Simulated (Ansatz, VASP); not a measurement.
## WSe in VASP and in Ansatz

```xyz
2
Lattice="3.1472 0.0000 0.0000 0.0000 3.1472 0.0000 0.0000 0.0000 3.1472" Properties=species:S:1:pos:R:3 pbc="T T T"
W     0.0000    0.0000    0.0000
Se    1.5736    1.5736    1.5736
```

Alike in both runs: task relaxation of cell and atoms; functional PBE; k mesh 14 × 14 × 14; occupations gaussian, width 0.1 eV; no spin polarisation.

|  | VASP | Ansatz |
| --- | --- | --- |
| version | VASP 6.6.1 | Ansatz 0.2.0 |
| potentials or method | VASP PAW PBE potentials, release 64 (W_sv, Se), cutoff 600 eV | scalar-relativistic, plane waves, PAW |
| valence electrons in the cell | 20 | 30 |

|  | VASP | Ansatz | Ansatz less VASP |
| --- | --- | --- | --- |
| gap on the k mesh at the Fermi level, each at its own relaxed structure (eV) | none | none | - |
| relaxed volume (Å³/atom) | 15.64 | 15.61 | -0.032 |
| relaxed cell length with the largest relative difference (Å) | 3.151 | 3.149 | -0.0022 |

A gap of «none» marks a metal or a gap that the smearing closes. VASP's potentials hold 20 valence electrons a cell and Ansatz's 30, so a difference there can come from the potentials and not from the codes.

Spin-orbit coupling is off throughout.
